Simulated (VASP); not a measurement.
# GePt (Pmma) in VASP: further runs

GePt is run at these levels: PBE; tasks: single point, relaxation of cell and atoms.

Everything below comes from runs of VASP 6.6.1. Logs are shortened: lines on timing, memory, paths and dates and some standing lists are left out, and cuts for length are marked.

### 1 The cell of the first run

Symmetry: Pmma, No. 51, orthorhombic system. The conventional cell has a = 4.576 Å, b = 3.028 Å, c = 4.672 Å, α = 90.00°, β = 90.00°, γ = 90.00°. Within 3.7 Å of Ge (site symmetry mm2) lie 8 Pt at 2.78 to 2.81 Å and 4 Ge at 2.88 to 3.03 Å. Within 3.7 Å of Pt (site symmetry mm2) lie 8 Ge at 2.78 to 2.81 Å and 4 Pt at 2.88 to 3.03 Å.

### 2 Single point, PBE

File INCAR:

```
SYSTEM = GePt
  ALGO = Normal
  EDIFF = 1E-6
  ENCUT = 520
  GGA = PE
  ISIF = 2
  ISMEAR = 0
  LASPH = .True.
  LCHARG = .False.
  LREAL = .False.
  LWAVE = .False.
  NBANDS = 32
  NELM = 80
  PREC = Accurate
  SIGMA = 0.1
```

File KPOINTS:

```
k-points
0
Gamma
  4 6 4
  0 0 0
```

File POSCAR:

```
GePt
1.0
    4.5762198753      0.0000000000      0.0000000000
    0.0000000000      3.0283807998      0.0000000000
    0.0000000000      0.0000000000      4.6723589483
Ge Pt
2 2
Direct
    0.7500000000      0.0000000000      0.6870000000
    0.2500000000      0.0000000000      0.3130000000
    0.7500000000      0.5000000000      0.1880000000
    0.2500000000      0.5000000000      0.8120000000
```

Potentials or basis: VASP PAW PBE potentials, release 64 (Ge_d, Pt).

The run is started by

```console
$ cat potpaw_PBE.64/Ge_d/POTCAR potpaw_PBE.64/Pt/POTCAR > POTCAR
$ mpirun -np 1 vasp_std > vasp.out
```

OUTCAR:

```text
SYSTEM = GePt
   EDIFF = 1E-6
   ENCUT = 520
   GGA = PE
   ISIF = 2
   ISMEAR = 0
   LASPH = .True.
   LREAL = .False.
   NELM = 80
   PREC = Accurate

 ion  position               nearest neighbor table
   1  0.750  0.000  0.687-   3 2.78   3 2.78   3 2.79   3 2.79   4 2.81   4 2.81   4 2.81   4 2.81
                             2 2.88   2 2.88
   2  0.250  0.000  0.313-   4 2.78   4 2.78   4 2.79   4 2.79   3 2.81   3 2.81   3 2.81   3 2.81
                             1 2.88   1 2.88
   3  0.750  0.500  0.188-   1 2.78   1 2.78   1 2.79   1 2.79   2 2.81   2 2.81   2 2.81   2 2.81
                             4 2.88   4 2.88
   4  0.250  0.500  0.812-   2 2.78   2 2.78   2 2.79   2 2.79   1 2.81   1 2.81   1 2.81   1 2.81
                             3 2.88   3 2.88

  LATTYP: Found a simple orthorhombic cell.
 ALAT       =     3.0283807998
 B/A-ratio  =     1.5111111111
 C/A-ratio  =     1.5428571429

  Lattice vectors:

 A1 = (   0.0000000000,  -3.0283807998,   0.0000000000)
 A2 = (   4.5762198753,   0.0000000000,   0.0000000000)
 A3 = (   0.0000000000,   0.0000000000,   4.6723589483)

Analysis of symmetry for initial positions (statically):
=====================================================================
 Subroutine PRICEL returns:
 Original cell was already a primitive cell.

 Routine SETGRP: Setting up the symmetry group for a
 simple orthorhombic supercell.

 Subroutine GETGRP returns: Found  8 space group operations
 (whereof  4 operations were pure point group operations)
 out of a pool of  8 trial point group operations.

The static configuration has the point symmetry C_2h.
 The point group associated with its full space group is D_2h.

Analysis of symmetry for dynamics (positions and initial velocities):
=====================================================================
 Subroutine PRICEL returns:
 Original cell was already a primitive cell.

 Routine SETGRP: Setting up the symmetry group for a
 simple orthorhombic supercell.

 Subroutine GETGRP returns: Found  8 space group operations
 (whereof  4 operations were pure point group operations)
 out of a pool of  8 trial point group operations.

The dynamic configuration has the point symmetry C_2h.
 The point group associated with its full space group is D_2h.

 Subroutine INISYM returns: Found  8 space group operations
 (whereof  4 operations are pure point group operations),
 and found     1 'primitive' translations

----------------------------------------------------------------------------------------

                                     Primitive cell

  volume of cell :      64.7521

  direct lattice vectors                    reciprocal lattice vectors
     4.576219875  0.000000000  0.000000000     0.218520969  0.000000000  0.000000000
     0.000000000  3.028380800  0.000000000     0.000000000  0.330209464  0.000000000
     0.000000000  0.000000000  4.672358948     0.000000000  0.000000000  0.214024652

  length of vectors
     4.576219875  3.028380800  4.672358948     0.218520969  0.330209464  0.214024652

  position of ions in fractional coordinates (direct lattice)
     0.750000000  0.000000000  0.687000000
     0.250000000  0.000000000  0.313000000
     0.750000000  0.500000000  0.188000000
     0.250000000  0.500000000  0.812000000

  ion indices of the primitive-cell ions
   primitive index   ion index
                 1           1
                 2           2
                 3           3
                 4           4

----------------------------------------------------------------------------------------

 KPOINTS: k-points

Automatic generation of k-mesh.
 Grid dimensions read from file:
 generate k-points for:    4    6    4

 Generating k-lattice:

  Cartesian coordinates                     Fractional coordinates (reciprocal lattice)
     0.054630242  0.000000000  0.000000000     0.250000000  0.000000000  0.000000000
     0.000000000  0.055034911  0.000000000     0.000000000  0.166666667  0.000000000
     0.000000000  0.000000000  0.053506163     0.000000000  0.000000000  0.250000000

  Length of vectors
     0.054630242  0.055034911  0.053506163

  Shift w.r.t. Gamma in fractional coordinates (k-lattice)
     0.000000000  0.000000000  0.000000000

 Subroutine IBZKPT returns following result:
 ===========================================

 Found     36 irreducible k-points:

 Following reciprocal coordinates:
            Coordinates               Weight
  0.000000  0.000000  0.000000      1.000000
  0.250000  0.000000  0.000000      2.000000
  0.500000  0.000000  0.000000      1.000000
  0.000000  0.166667  0.000000      2.000000
  0.250000  0.166667  0.000000      4.000000
  0.500000  0.166667  0.000000      2.000000
[... 16 lines left out ...]
  0.250000  0.500000  0.250000      4.000000
  0.500000  0.500000  0.250000      2.000000
 [... further k-points ...]
   k-points           NKPTS =     36   k-points in BZ     NKDIM =     36   number of bands    NBANDS=     32
   number of dos      NEDOS =    301   number of ions     NIONS =      4
   total plane-waves  NPLWV =  31104
   dimension x,y,z NGX =    36 NGY =   24 NGZ =   36
   dimension x,y,z NGXF=    72 NGYF=   48 NGZF=   72
   ions per type =               2   2
   NGX,Y,Z   is equivalent  to a cutoff of  13.08, 13.18, 12.81 a.u.
   NGXF,Y,Z  is equivalent  to a cutoff of  26.16, 26.35, 25.62 a.u.
 SYSTEM =  GePt
   PREC   = accura    normal or accurate (medium, high low for compatibility)
   ISTART =      0    job   : 0-new  1-cont  2-samecut
   ICHARG =      2    charge: 1-file 2-atom 10-const
   ISPIN  =      1    spin polarized calculation?
   LNONCOLLINEAR =      F non collinear calculations
   LSORBIT =      F    spin-orbit coupling
   LASPH  =      T    aspherical Exc in radial PAW
   ENCUT  =  520.0 eV  38.22 Ry    6.18 a.u.   8.51  5.63  8.69*2*pi/ulx,y,z
   NELM   =     80;   NELMIN=  2; NELMDL= -5     # of ELM steps
   EDIFF  = 0.1E-05   stopping-criterion for ELM
   LREAL  =      F    real-space projection
   EDIFFG = 0.1E-04   stopping-criterion for IOM
   NSW    =      0    number of steps for IOM
   IBRION =     -1    ionic relax: 0-MD 1-quasi-New 2-CG
   NFREE  =      0    steps in history (QN), initial steepest desc. (CG)
   ISIF   =      2    stress and relaxation
   ISYM   =      2    0-nonsym 1-usesym 2-fastsym
   POTIM  = 0.5000    time-step for ionic-motion
   TEBEG  =    0.0;   TEEND  =   0.0 temperature during run
   PSTRESS=    0.0 pullay stress
   NELECT =      48.0000    total number of electrons
   NUPDOWN=      -1.0000    fix difference up-down
   EMIN   =  10.00;   EMAX   =-10.00  energy-range for DOS
   EFERMI =   0.00;   METHOD = LEGACY
   ISMEAR =     0;   SIGMA  =   0.10  broadening in eV -4-tet -1-fermi 0-gaus
   EFERMI_NEDOS =   21; number of points for ismear=-14 and -15
   IALGO  =     38    algorithm
   IMIX   =      4    mixing-type and parameters
     AMIX     =   0.40;   BMIX     =  1.00
     AMIX_MAG =   1.60;   BMIX_MAG =  1.00
  volume/ion in A,a.u.               =      16.19       109.24
  Fermi-wavevector in a.u.,A,eV,Ry     =   1.481622  2.799859 29.867556  2.195203
  Thomas-Fermi vector in A             =   2.595509
   LORBIT       =      0    0 simple, 1 ext, 2 COOP (PROOUT), +10 PAW based schemes
   GGA     = PE    functional components
   LHFCALC =     F    Hartree Fock is set to
   AEXX    =    0.0000 exact exchange contribution
   IVDW    =     0    specifies the selected vdW correction
   LEPSILON=     F    determine dielectric tensor
   LRPA    =     F    only Hartree local field effects (RPA)
 non-spin polarized calculation
 Gauss-broadening in eV      SIGMA  =   0.10
  energy-cutoff  :      520.00
  volume of cell :       64.75
 maximum number of plane-waves:      1759
 NGX is ok and might be reduce to    36
   NGX = 17   NGY = 11   NGZ = 17

 number of electron      47.9999981 magnetization

 Free energy of the ion-electron system (eV)
  ---------------------------------------------------
  ext. energy  EPLUGINS =         0.00000000
  ---------------------------------------------------
  free energy    TOTEN  =       -21.66838188 eV

  energy without entropy =      -21.66121245  energy(sigma->0) =      -21.66479716

 E-fermi :   9.2913     XC(G=0): -12.5628

 val. band max:        9.2511144503   @ k =   0.2500   0.5000   0.0000
 cond. band min:       9.3099471822   @ k =   0.2500   0.5000   0.2500
 fundamental gap:      0.0588327319
 Fermi energy:         9.2913159637

 k-point     1 :       0.0000    0.0000    0.0000
  band No.  band energies     occupation
      1     -15.5153      2.00000
      2     -15.4937      2.00000
      3     -15.4777      2.00000
      4     -15.4705      2.00000
      5     -15.4567      2.00000
      6     -15.4399      2.00000
[... 24 lines left out ...]
     31      18.0211      0.00000
     32      19.0225      0.00000

 k-point     2 :       0.2500    0.0000    0.0000
  band No.  band energies     occupation
      1     -15.5121      2.00000
      2     -15.5006      2.00000
      3     -15.4696      2.00000
      4     -15.4559      2.00000
      5     -15.4541      2.00000
      6     -15.4438      2.00000
[... 24 lines left out ...]
     31      19.0842      0.00000
     32      19.2245      0.00000

 k-point     3 :       0.5000    0.0000    0.0000
  band No.  band energies     occupation
      1     -15.5056      2.00000
      2     -15.5056      2.00000
      3     -15.4574      2.00000
      4     -15.4574      2.00000
      5     -15.4491      2.00000
      6     -15.4491      2.00000
[... 24 lines left out ...]
     31      19.8247      0.00000
     32      19.8247      0.00000

 k-point     4 :       0.0000    0.1667    0.0000
  band No.  band energies     occupation
      1     -15.4961      2.00000
      2     -15.4926      2.00000
      3     -15.4719      2.00000
      4     -15.4641      2.00000
      5     -15.4530      2.00000
      6     -15.4471      2.00000
[... 654 lines left out ...]
     31      15.9354      0.00000
     32      16.0548      0.00000

 k-point    23 :       0.2500    0.5000    0.2500
  band No.  band energies     occupation
      1     -15.4877      2.00000
      2     -15.4837      2.00000
      3     -15.4745      2.00000
      4     -15.4557      2.00000
      5     -15.4554      2.00000
      6     -15.4526      2.00000
[... 24 lines left out ...]
     31      16.4868      0.00000
     32      16.7471      0.00000

 k-point    24 :       0.5000    0.5000    0.2500
  band No.  band energies     occupation
      1     -15.4840      2.00000
      2     -15.4840      2.00000
      3     -15.4731      2.00000
      4     -15.4731      2.00000
      5     -15.4526      2.00000
      6     -15.4526      2.00000
[... 24 lines left out ...]
     31      18.3985      0.00000
     32      18.3988      0.00000

 [... further k-points ...]
[... 5 lines left out ...]
  --------------------------------------------------------------------------------------
  -------------------------------------------------------------------------------------
  Total        1.6328855     -1.2088385      0.6756844      0.0000000      0.0000000      0.0000000
  in kB       40.4029184    -29.9106122     16.7186386      0.0000000      0.0000000      0.0000000
  external PRESSURE =       9.0703149 kB  Pullay stress =       0.0000000 kB

 VOLUME and BASIS-vectors are now :
 -----------------------------------------------------------------------------
  energy-cutoff  :      520.00
  volume of cell :       64.75
      direct lattice vectors                 reciprocal lattice vectors
     4.576219875  0.000000000  0.000000000     0.218520969  0.000000000  0.000000000
     0.000000000  3.028380800  0.000000000     0.000000000  0.330209464  0.000000000
     0.000000000  0.000000000  4.672358948     0.000000000  0.000000000  0.214024652

 POSITION                                       TOTAL-FORCE (eV/Angst)
 -----------------------------------------------------------------------------------
      3.43216      0.00000      3.20991         0.000000      0.000000      0.634824
      1.14405      0.00000      1.46245        -0.000000      0.000000     -0.634824
      3.43216      1.51419      0.87840         0.000000      0.000000      0.119571
      1.14405      1.51419      3.79396         0.000000     -0.000000     -0.119571
 -----------------------------------------------------------------------------------
    total drift:                                0.000000      0.000000      0.000000

  FREE ENERGIE OF THE ION-ELECTRON SYSTEM (eV)
  ---------------------------------------------------
  free  energy   TOTEN  =       -21.6683818764 eV

  energy  without entropy=      -21.6612124479  energy(sigma->0) =      -21.66479716
```

Run time: 23 s. Hardware: 1 thread of Intel Xeon 6975P-C (Granite Rapids), shared host; peak memory 0.21 GiB.

What came out:

* Free energy: -21.6684 eV
* Pressure: 0.9 GPa
* Largest force: 0.635 eV/Å
* Band gap on the k mesh: zero (band 24 reaches 11.86 eV, above the bottom of band 25 at 9.05 eV)

Forces on the atoms (eV/Å):
```
Ge   0.000  0.000  0.635
Ge   0.000  0.000 -0.635
Pt   0.000  0.000  0.120
Pt   0.000  0.000 -0.120
```

Levels at points of the mesh, in eV from the Fermi level:
| k point | band 22 | band 23 | band 24 | band 25 | band 26 | band 27 |
| --- | --- | --- | --- | --- | --- | --- |
| (0.00, 0.00, 0.00) | -1.63 | -1.44 | -0.53 | -0.24 | 3.06 | 3.11 |
| (0.50, 0.00, 0.00) | -1.97 | -1.26 | -1.26 | 1.17 | 1.17 | 5.79 |
| (0.00, 0.50, 0.00) | -0.69 | -0.21 | 2.57 | 2.85 | 2.95 | 3.05 |
| (0.50, 0.50, 0.00) | -1.65 | 0.05 | 0.05 | 0.73 | 0.73 | 4.20 |
| (0.00, 0.00, 0.50) | -1.75 | -0.84 | -0.50 | 1.29 | 1.60 | 5.77 |
| (0.50, 0.00, 0.50) | -1.67 | -1.25 | -1.25 | 5.58 | 5.58 | 7.08 |
| (0.00, 0.50, 0.50) | -1.23 | -0.10 | 0.10 | 0.20 | 0.75 | 2.48 |
| (0.50, 0.50, 0.50) | -2.25 | -0.79 | -0.79 | -0.20 | -0.20 | 1.64 |

Caveat: spin-orbit coupling is left out, which moves the levels of the heavy elements.

(Continued in part 2 of 3.)
